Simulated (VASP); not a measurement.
# NaTa4F (F-43m) in VASP: a series of runs, part 2 of 2

VASP 6.6.1.

## 4. Relaxation of cell and atoms, PBE

This run uses another cell than the first one, of 20.72 Å³/atom.

The input, INCAR:

```
  PREC = Accurate
  ENCUT = 600
  EDIFF = 1E-6
  ISMEAR = 0
  SIGMA = 0.1
  LREAL = F
  LASPH = T
  NELM = 60
  ALGO = Normal
  ISIF = 3
  LWAVE = F
  LCHARG = F
  GGA = PE
  IBRION = 2
  NSW = 100
  EDIFFG = -0.01
```

The input, KPOINTS:

```
Automatic mesh
0
Gamma
  8 8 8
```

The input, POSCAR:

```
NaTa4F
1.0
    0.0000000000      3.9613859804      3.9613859804
    3.9613859804      0.0000000000      3.9613859804
    3.9613859804      3.9613859804      0.0000000000
Na Ta F
1 4 1
Direct
    0.2500000000      0.2500000000      0.2500000000
    0.6214560389      0.6214560389      0.6214560389
    0.6214560389      0.6214560389      0.1356318833
    0.6214560389      0.1356318833      0.6214560389
    0.1356318833      0.6214560389      0.6214560389
    0.0000000000      0.0000000000      0.0000000000
```

Potentials or basis: VASP PAW PBE potentials, release 64 (Na_pv, Ta_pv, F).

Command:

```
cat potpaw_PBE.64/Na_pv/POTCAR potpaw_PBE.64/Ta_pv/POTCAR potpaw_PBE.64/F/POTCAR > POTCAR
mpirun -np 1 vasp_std > vasp.out
```

OUTCAR:

```text
PREC = Accurate
   ENCUT = 600
   EDIFF = 1E-6
   ISMEAR = 0
   LREAL = F
   LASPH = T
   NELM = 60
   ISIF = 3
   GGA = PE
   IBRION = 2
   NSW = 100
   EDIFFG = -0.01

 ion  position               nearest neighbor table
   1  0.250  0.250  0.250-
   2  0.621  0.621  0.621-   3 2.72   4 2.72   5 2.72   5 2.88   4 2.88   3 2.88
   3  0.621  0.621  0.136-   2 2.72   4 2.72   5 2.72   4 2.88   5 2.88   2 2.88
   4  0.621  0.136  0.621-   2 2.72   3 2.72   5 2.72   5 2.88   3 2.88   2 2.88
   5  0.136  0.621  0.621-   2 2.72   3 2.72   4 2.72   4 2.88   3 2.88   2 2.88
   6  0.000  0.000  0.000-

  LATTYP: Found a face centered cubic cell.
 ALAT       =     7.9227719608

  Lattice vectors:

 A1 = (   0.0000000000,   3.9613859804,   3.9613859804)
 A2 = (   3.9613859804,   0.0000000000,   3.9613859804)
 A3 = (   3.9613859804,   3.9613859804,   0.0000000000)

Analysis of symmetry for initial positions (statically):
=====================================================================
 Subroutine PRICEL returns:
 Original cell was already a primitive cell.

 Routine SETGRP: Setting up the symmetry group for a
[... 179 lines left out ...]

------------------------ aborting loop because EDIFF is reached ----------------------------------------

  FORCE on cell =-STRESS in cart. coord.  units (eV):
  Direction    XX          YY          ZZ          XY          YZ          ZX
  --------------------------------------------------------------------------------------
  -------------------------------------------------------------------------------------
  Total       -0.1858012     -0.1858012     -0.1858012      0.0000000      0.0000000      0.0000000
  in kB       -2.3943501     -2.3943501     -2.3943501      0.0000000      0.0000000      0.0000000
  external PRESSURE =      -2.3943501 kB  Pullay stress =       0.0000000 kB
[... 67 lines left out ...]
--------------------------------------- Ionic step        3  -------------------------------------------

 number of electron      58.0000007 magnetization

 Free energy of the ion-electron system (eV)
  ---------------------------------------------------
  ext. energy  EPLUGINS =         0.00000000
  ---------------------------------------------------
  free energy    TOTEN  =       -45.13755685 eV

  energy without entropy =      -45.10507876  energy(sigma->0) =      -45.12131781

 E-fermi :   2.8681     XC(G=0): -10.4956

 val. band max:        2.8465564025   @ k =   0.5000   0.1250   0.0000
 cond. band min:       2.8711183050   @ k =  -0.2500   0.5000   0.2500
 fundamental gap:      0.0245619025
 Fermi energy:         2.8681221710

 k-point     1 :       0.0000    0.0000    0.0000
  band No.  band energies     occupation
      1     -32.1243      2.00000
      2     -31.5968      2.00000
      3     -31.5968      2.00000
      4     -31.5968      2.00000
      5     -31.4342      2.00000
      6     -31.4342      2.00000
[... 877 lines left out ...]
     33       3.8766      0.00000
     34       3.9405      0.00000

 [... further k-points ...]
[... 5 lines left out ...]
  --------------------------------------------------------------------------------------
  -------------------------------------------------------------------------------------
  Total       -0.0047887     -0.0047887     -0.0047887      0.0000000      0.0000000      0.0000000
  in kB       -0.0618614     -0.0618614     -0.0618614      0.0000000      0.0000000      0.0000000
  external PRESSURE =      -0.0618614 kB  Pullay stress =       0.0000000 kB
[... 21 lines left out ...]
  FREE ENERGIE OF THE ION-ELECTRON SYSTEM (eV)
  ---------------------------------------------------
  free  energy   TOTEN  =       -45.1375568500 eV

  energy  without entropy=      -45.1050787631  energy(sigma->0) =      -45.12131781

 reached required accuracy - stopping structural energy minimisation
```

Wall time 3.7 min (1 thread of Intel Xeon 6975P-C (Granite Rapids), shared host); peak memory 0.42 GiB.

Results:

```
Free energy                           : -45.1376 eV
Relaxed volume                        : 20.67 Å³/atom
Relaxed cell                          : a = 5.598 Å, b = 5.598 Å, c = 5.598 Å, α = 60.00°, β = 60.00°, γ = 60.00°
Space group after relaxing (to 0.1 Å) : F-43m (No. 216)
Energy gained by relaxing             : 0.0 meV/atom
Ionic steps                           : 3
Pressure after relaxing               : 0.0 GPa
Largest force after relaxing          : 0.004 eV/Å
Band gap on the k mesh                : zero (bands 29 and 30 overlap by 0.27 eV)
```

Forces in eV/Å, atoms in the order of the input:
```
Na   0.000  0.000  0.000
Ta   0.002  0.002  0.002
Ta  -0.002 -0.002  0.002
Ta  -0.002  0.002 -0.002
Ta   0.002 -0.002 -0.002
F    0.000  0.000  0.000
```

The path:
```
step  energy change (eV)  largest force (eV/Å)  pressure (GPa)  volume (Å³)
   1              0.0000                0.0133           -0.24       124.33
   2             -0.0001                0.0184            0.19       123.77
   3             -0.0002                0.0039           -0.01       124.02
```

Final structure:
```xyz
6
Lattice="0.0000 3.9581 3.9581 3.9581 0.0000 3.9581 3.9581 3.9581 0.0000" Properties=species:S:1:pos:R:3 pbc="T T T"
Na    1.9791    1.9791    1.9791
Ta    4.9194    4.9194    4.9194
Ta    2.9969    2.9969    4.9194
Ta    2.9969    4.9194    2.9969
Ta    4.9194    2.9969    2.9969
F     0.0000    0.0000    0.0000
```

Levels at points of the mesh, in eV from the Fermi level:
```tsv
k point	band 27	band 28	band 29	band 30	band 31	band 32
(0.00, 0.00, 0.00)	-0.96	-0.96	-0.96	3.16	3.16	3.16
(0.50, 0.00, 0.00)	-0.58	-0.11	0.17	0.58	0.58	0.77
(0.50, 0.50, 0.00)	-0.54	-0.04	-0.04	0.15	0.34	0.82
```

Caveat: spin-orbit coupling is left out, which moves the levels of the heavy elements.

## 5. Overview

| task | cell | k mesh | cutoff (eV) | gap on the mesh (eV) | pressure (GPa) | relaxed volume (Å³/atom) |
| --- | --- | --- | --- | --- | --- | --- |
| relaxation of cell and atoms | relaxed from a = 5.092 Å, angles 60.0°, 6 atoms, atomic positions A | 4 × 4 × 4 | 600 | none | 0.2 | 20.69 |
| single point | a = 5.598 Å, angles 60.0°, 6 atoms, atomic positions B | 8 × 8 × 8 | 520 | none | 0.0 | - |
| relaxation of cell and atoms | relaxed from a = 5.602 Å, angles 60.0°, 6 atoms, atomic positions B | 8 × 8 × 8 | 600 | none | 0.0 | 20.67 |

Alike in all rows: level PBE; potentials or basis VASP PAW PBE potentials, release 64 (Na_pv, Ta_pv, F); no spin polarisation; smearing gaussian 0.1 eV.

Caveats: some runs use coarse meshes; spin-orbit coupling is left out, which moves the levels of the heavy elements; the volume moved by over 15 % at a fixed basis, so the end points are rough (at least some runs).

Absolute energies hang on the potentials; compare differences alone.

The gap in the log of VASP goes by the Fermi energy; the results here count the filled bands.